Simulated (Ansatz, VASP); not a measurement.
**One calculation of MgSe, two programs**

File INCAR:

```
SYSTEM = MgSe
ALGO = Normal
EDIFF = 1E-6
ENCUT = 600
GGA = PE
GGA_COMPAT = .FALSE.
ISIF = 2
ISMEAR = 0
LASPH = .TRUE.
LCHARG = .TRUE.
LELF = .TRUE.
LREAL = .FALSE.
LVHAR = .TRUE.
LWAVE = .FALSE.
NBANDS = 11
NELM = 120
PREC = Accurate
SIGMA = 0.02
```

File KPOINTS:

```
k-points
0
G
  8 8 8
  0 0 0
```

Contents of POSCAR:

```
MgSe
1.0
    0.0000000000      2.8084966785      2.8084966785
    2.8084966785      0.0000000000      2.8084966785
    2.8084966785      2.8084966785      0.0000000000
Mg Se
1 1
Direct
    0.0000000000      0.0000000000      0.0000000000
    0.5000000000      0.5000000000      0.5000000000
```

Input for Ansatz:

```yaml
crystal:
  lattice:
    - [0.0, 2.8084966785, 2.8084966785]
    - [2.8084966785, 0.0, 2.8084966785]
    - [2.8084966785, 2.8084966785, 0.0]
  atoms:
    - { symbol: Mg, position: [0.0, 0.0, 0.0] }
    - { symbol: Se, position: [0.5, 0.5, 0.5] }
basis:
  ecutwfc: 420
kpoints:
  mp_grid: { grid: [8, 8, 8] }
hamiltonian:
  xc: pbe
scf:
  occupations: { method: gaussian, width: 0.02 }
output:
  forces: true
  stress: true
  eigenvalues: true
```

Alike in both runs: task single point; functional PBE; k mesh 8 × 8 × 8; occupations gaussian, width 0.02 eV; no spin polarisation.

|  | VASP | Ansatz |
| --- | --- | --- |
| version | VASP 6.6.1 | Ansatz 0.2.0 |
| potentials or method | VASP PAW PBE potentials, release 64 (Mg, Se), cutoff 600 eV | scalar-relativistic, plane waves, PAW |
| valence electrons in the cell | 8 | 26 |

Ansatz gave:

| Item | Value |
| --- | --- |
| gap on the k mesh at the Fermi level (eV) | 1.67 |
| least direct gap on the mesh (eV) | 2.04 |
| pressure (GPa) | -3.1 |

**Question.** Which values does VASP return?

**Answer.** gap on the k mesh at the Fermi level (eV): 1.65; least direct gap on the mesh (eV): 2.03; pressure (GPa): -3.3.

VASP's potentials hold 8 valence electrons a cell and Ansatz's 26, so a difference there can come from the potentials and not from the codes.
